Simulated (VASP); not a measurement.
# Mg (P6_3/mmc) in VASP: single point with PBE

Aim: the single point of Mg with PBE.

Program: VASP 6.6.1. These are calculated values, not measurements. Logs are shortened: lines on timing, memory, paths and dates and some standing lists are left out, and cuts for length are marked.

## (1) The cell of the first run

It takes space group P6_3/mmc (No. 194, hexagonal). Conventional cell: a = 2.775 Å, b = 2.775 Å, c = 5.152 Å, α = 90.00°, β = 90.00°, γ = 120.00°. Mg (site symmetry -6m2) has 12 Mg at 2.78 to 3.03 Å within 3.7 Å.

## (2) Single point, PBE

INCAR reads:

```
ALGO = Normal
EDIFF = 1E-7
ENCUT = 520
GGA = PE
ISIF = 2
ISMEAR = 0
LASPH = True
LCHARG = False
LREAL = False
LWAVE = False
NBANDS = 9
NELM = 60
PREC = Accurate
SIGMA = 0.2702
```

KPOINTS reads:

```
k-points
0
Gamma
  14 14 7
```

POSCAR reads:

```
Mg
1.0
    2.7751400000      0.0000000000      0.0000000000
   -1.3875700000      2.4033440000      0.0000000000
    0.0000000000      0.0000000000      5.1516560000
Mg
2
Direct
    0.3333300000      0.6666700000      0.2500000000
    0.6666600000      0.3333300000      0.7500000000
```

Potentials or basis: VASP PAW PBE potentials, release 64 (Mg).

Run with:

```sh
$ cat potpaw_PBE.64/Mg/POTCAR > POTCAR
$ mpirun -np 1 vasp_std > vasp.out
```

OUTCAR:

```text
EDIFF = 1E-7
   ENCUT = 520
   GGA = PE
   ISIF = 2
   ISMEAR = 0
   LASPH = True
   LREAL = False
   NELM = 60
   PREC = Accurate

 ion  position               nearest neighbor table
   1  0.333  0.667  0.250-   2 3.03   2 3.03   2 3.03   2 3.03   2 3.03   2 3.03
   2  0.667  0.333  0.750-   1 3.03   1 3.03   1 3.03   1 3.03   1 3.03   1 3.03

  LATTYP: Found a hexagonal cell.
 ALAT       =     2.7751400000
 C/A-ratio  =     1.8563589585

  Lattice vectors:

 A1 = (   2.7751400000,   0.0000000000,   0.0000000000)
 A2 = (  -1.3875700000,   2.4033440000,   0.0000000000)
 A3 = (   0.0000000000,   0.0000000000,   5.1516560000)

Analysis of symmetry for initial positions (statically):
=====================================================================
 Subroutine PRICEL returns:
 Original cell was already a primitive cell.

 Routine SETGRP: Setting up the symmetry group for a
 hexagonal supercell.

 Subroutine GETGRP returns: Found  8 space group operations
 (whereof  2 operations were pure point group operations)
 out of a pool of 24 trial point group operations.

The static configuration has the point symmetry C_2 .
 The point group associated with its full space group is D_2h.

Analysis of symmetry for dynamics (positions and initial velocities):
=====================================================================
 Subroutine PRICEL returns:
 Original cell was already a primitive cell.

 Routine SETGRP: Setting up the symmetry group for a
 hexagonal supercell.

 Subroutine GETGRP returns: Found  8 space group operations
 (whereof  2 operations were pure point group operations)
 out of a pool of 24 trial point group operations.

The dynamic configuration has the point symmetry C_2 .
 The point group associated with its full space group is D_2h.

 Subroutine INISYM returns: Found  8 space group operations
 (whereof  2 operations are pure point group operations),
 and found     1 'primitive' translations

----------------------------------------------------------------------------------------

                                     Primitive cell

  volume of cell :      34.3596

  direct lattice vectors                    reciprocal lattice vectors
     2.775140000  0.000000000  0.000000000     0.360342181  0.208043459  0.000000000
    -1.387570000  2.403344000  0.000000000     0.000000000  0.416086919  0.000000000
     0.000000000  0.000000000  5.151656000     0.000000000  0.000000000  0.194112340

  length of vectors
     2.775140000  2.775141958  5.151656000     0.416087212  0.416086919  0.194112340

  position of ions in fractional coordinates (direct lattice)
     0.333330000  0.666670000  0.250000000
     0.666660000  0.333330000  0.750000000

  ion indices of the primitive-cell ions
   primitive index   ion index
                 1           1
                 2           2

----------------------------------------------------------------------------------------

 KPOINTS: k-points

Automatic generation of k-mesh.
 Grid dimensions read from file:
 generate k-points for:   14   14    7

 Generating k-lattice:

  Cartesian coordinates                     Fractional coordinates (reciprocal lattice)
     0.025738727  0.014860247  0.000000000     0.071428571 -0.000000000  0.000000000
     0.000000000  0.029720494  0.000000000     0.000000000  0.071428571  0.000000000
     0.000000000  0.000000000  0.027730334     0.000000000  0.000000000  0.142857143

  Length of vectors
     0.029720515  0.029720494  0.027730334

  Shift w.r.t. Gamma in fractional coordinates (k-lattice)
     0.000000000  0.000000000  0.000000000

 Subroutine IBZKPT returns following result:
 ===========================================

 Found    228 irreducible k-points:

 Following reciprocal coordinates:
            Coordinates               Weight
  0.000000  0.000000  0.000000      1.000000
  0.071429  0.000000  0.000000      4.000000
  0.000000  0.071429  0.000000      2.000000
  0.142857  0.000000  0.000000      4.000000
  0.000000  0.142857  0.000000      2.000000
  0.214286 -0.000000  0.000000      4.000000
[... 16 lines left out ...]
 -0.285714  0.214286  0.000000      4.000000
  0.285714  0.071429  0.000000      4.000000
 [... further k-points ...]
   k-points           NKPTS =    228   k-points in BZ     NKDIM =    228   number of bands    NBANDS=      9
   number of dos      NEDOS =    301   number of ions     NIONS =      2
   total plane-waves  NPLWV =  23040
   dimension x,y,z NGX =    24 NGY =   24 NGZ =   40
   dimension x,y,z NGXF=    48 NGYF=   48 NGZF=   80
   ions per type =               2
   NGX,Y,Z   is equivalent  to a cutoff of  14.38, 14.38, 12.91 a.u.
   NGXF,Y,Z  is equivalent  to a cutoff of  28.75, 28.75, 25.82 a.u.
 SYSTEM =  unknown system
   PREC   = accura    normal or accurate (medium, high low for compatibility)
   ISTART =      0    job   : 0-new  1-cont  2-samecut
   ICHARG =      2    charge: 1-file 2-atom 10-const
   ISPIN  =      1    spin polarized calculation?
   LNONCOLLINEAR =      F non collinear calculations
   LSORBIT =      F    spin-orbit coupling
   LASPH  =      T    aspherical Exc in radial PAW
   ENCUT  =  520.0 eV  38.22 Ry    6.18 a.u.   5.16  5.16  9.58*2*pi/ulx,y,z
   NELM   =     60;   NELMIN=  2; NELMDL= -5     # of ELM steps
   EDIFF  = 0.1E-06   stopping-criterion for ELM
   LREAL  =      F    real-space projection
   EDIFFG = 0.1E-05   stopping-criterion for IOM
   NSW    =      0    number of steps for IOM
   IBRION =     -1    ionic relax: 0-MD 1-quasi-New 2-CG
   NFREE  =      0    steps in history (QN), initial steepest desc. (CG)
   ISIF   =      2    stress and relaxation
   ISYM   =      2    0-nonsym 1-usesym 2-fastsym
   POTIM  = 0.5000    time-step for ionic-motion
   TEBEG  =    0.0;   TEEND  =   0.0 temperature during run
   PSTRESS=    0.0 pullay stress
   NELECT =       4.0000    total number of electrons
   NUPDOWN=      -1.0000    fix difference up-down
   EMIN   =  10.00;   EMAX   =-10.00  energy-range for DOS
   EFERMI =   0.00;   METHOD = LEGACY
   ISMEAR =     0;   SIGMA  =   0.27  broadening in eV -4-tet -1-fermi 0-gaus
   EFERMI_NEDOS =   21; number of points for ismear=-14 and -15
   IALGO  =     38    algorithm
   IMIX   =      4    mixing-type and parameters
     AMIX     =   0.40;   BMIX     =  1.00
     AMIX_MAG =   1.60;   BMIX_MAG =  1.00
  volume/ion in A,a.u.               =      17.18       115.93
  Fermi-wavevector in a.u.,A,eV,Ry     =   0.799366  1.510582  8.693929  0.638986
  Thomas-Fermi vector in A             =   1.906456
   LORBIT       =      0    0 simple, 1 ext, 2 COOP (PROOUT), +10 PAW based schemes
   GGA     = PE    functional components
   LHFCALC =     F    Hartree Fock is set to
   AEXX    =    0.0000 exact exchange contribution
   IVDW    =     0    specifies the selected vdW correction
   LEPSILON=     F    determine dielectric tensor
   LRPA    =     F    only Hartree local field effects (RPA)
 non-spin polarized calculation
 Gauss-broadening in eV      SIGMA  =   0.27
  energy-cutoff  :      520.00
  volume of cell :       34.36
 maximum number of plane-waves:       939
 NGX is ok and might be reduce to    24
   NGX = 11   NGY = 11   NGZ = 19

 number of electron       4.0000000 magnetization

 Free energy of the ion-electron system (eV)
  ---------------------------------------------------
  ext. energy  EPLUGINS =         0.00000000
  ---------------------------------------------------
  free energy    TOTEN  =        -2.34340711 eV

  energy without entropy =       -2.32019521  energy(sigma->0) =       -2.33180116

 E-fermi :   4.2791     XC(G=0):  -9.4326

 val. band max:        4.2761820286   @ k =   0.0000   0.5000   0.4286
 cond. band min:       4.2898544162   @ k =  -0.0714   0.3571   0.0000
 fundamental gap:      0.0136723877
 Fermi energy:         4.2790744912

 k-point     1 :       0.0000    0.0000    0.0000
  band No.  band energies     occupation
      1      -3.9298      2.00000
      2       1.3822      2.00000
      3       1.8040      2.00000
      4      15.7991      0.00000
      5      17.7747      0.00000
      6      18.7397      0.00000
      7      18.7397      0.00000
      8      19.6970      0.00000
      9      19.6971      0.00000

 k-point     2 :       0.0714    0.0000    0.0000
  band No.  band energies     occupation
      1      -3.7963      2.00000
      2       1.5009      2.00000
      3       1.9336      2.00000
      4      15.6613      0.00000
      5      17.0094      0.00000
      6      17.8498      0.00000
      7      17.9823      0.00000
      8      18.6360      0.00000
      9      20.3719      0.00000

 k-point     3 :       0.0000    0.0714    0.0000
  band No.  band energies     occupation
      1      -3.7963      2.00000
      2       1.5009      2.00000
      3       1.9336      2.00000
      4      15.6613      0.00000
      5      17.0094      0.00000
      6      17.8498      0.00000
      7      17.9823      0.00000
      8      18.6361      0.00000
      9      20.3719      0.00000

 k-point     4 :       0.1429    0.0000    0.0000
  band No.  band energies     occupation
      1      -3.3971      2.00000
      2       1.8575      2.00000
      3       2.3178      2.00000
      4      13.7657      0.00000
      5      16.3141      0.00000
      6      16.8938      0.00000
      7      16.9970      0.00000
      8      17.9090      0.00000
      9      19.1482      0.00000
[... 205 lines left out ...]
 k-point    22 :      -0.0714    0.2857    0.0000
  band No.  band energies     occupation
      1      -2.2137      2.00000
      2       2.9306      2.00000
      3       3.4207      1.99999
      4      10.0384      0.00000
      5      12.9764      0.00000
      6      14.7810      0.00000
      7      15.7247      0.00000
      8      17.1773      0.00000
      9      18.1251      0.00000

 k-point    23 :      -0.2857    0.2143    0.0000
  band No.  band energies     occupation
      1      -2.2137      2.00000
      2       2.9306      2.00000
      3       3.4207      1.99999
      4      10.0384      0.00000
      5      12.9764      0.00000
      6      14.7810      0.00000
      7      15.7248      0.00000
      8      17.1773      0.00000
      9      18.1251      0.00000

 k-point    24 :       0.2857    0.0714    0.0000
  band No.  band energies     occupation
      1      -1.1796      2.00000
      2       3.8883      1.95918
      3       4.2899      0.95498
      4       7.8173      0.00000
      5      11.6549      0.00000
      6      12.3686      0.00000
      7      14.4695      0.00000
      8      17.3858      0.00000
      9      17.4377      0.00000

 [... further k-points ...]
[... 5 lines left out ...]
  --------------------------------------------------------------------------------------
  -------------------------------------------------------------------------------------
  Total        5.5509654      5.5509892      1.7921832      0.0000000      0.0000000      0.0000000
  in kB      258.8400117    258.8411232     83.5690193      0.0000000      0.0000000      0.0000000
  external PRESSURE =     200.4167180 kB  Pullay stress =       0.0000000 kB

 VOLUME and BASIS-vectors are now :
 -----------------------------------------------------------------------------
  energy-cutoff  :      520.00
  volume of cell :       34.36
      direct lattice vectors                 reciprocal lattice vectors
     2.775140000  0.000000000  0.000000000     0.360342181  0.208043459  0.000000000
    -1.387570000  2.403344000  0.000000000     0.000000000  0.416086919  0.000000000
     0.000000000  0.000000000  5.151656000     0.000000000  0.000000000  0.194112340

 POSITION                                       TOTAL-FORCE (eV/Angst)
 -----------------------------------------------------------------------------------
     -0.00001      1.60224      1.28791         0.000000     -0.000010     -0.000000
      1.38756      0.80111      3.86374        -0.000000      0.000010      0.000000
 -----------------------------------------------------------------------------------
    total drift:                                0.000000      0.000000      0.000000

  FREE ENERGIE OF THE ION-ELECTRON SYSTEM (eV)
  ---------------------------------------------------
  free  energy   TOTEN  =        -2.3434071148 eV

  energy  without entropy=       -2.3201952103  energy(sigma->0) =       -2.33180116
```

Wall time 87 s (1 thread of AMD EPYC 7R43 (Zen 3), shared host); peak memory 0.17 GiB.

What came out:

| Property | Result |
| --- | --- |
| Free energy | -2.3434 eV |
| Pressure | 20.0 GPa |
| Band gap on the k mesh | zero (band 2 reaches 5.33 eV, above the bottom of band 3 at 1.80 eV) |
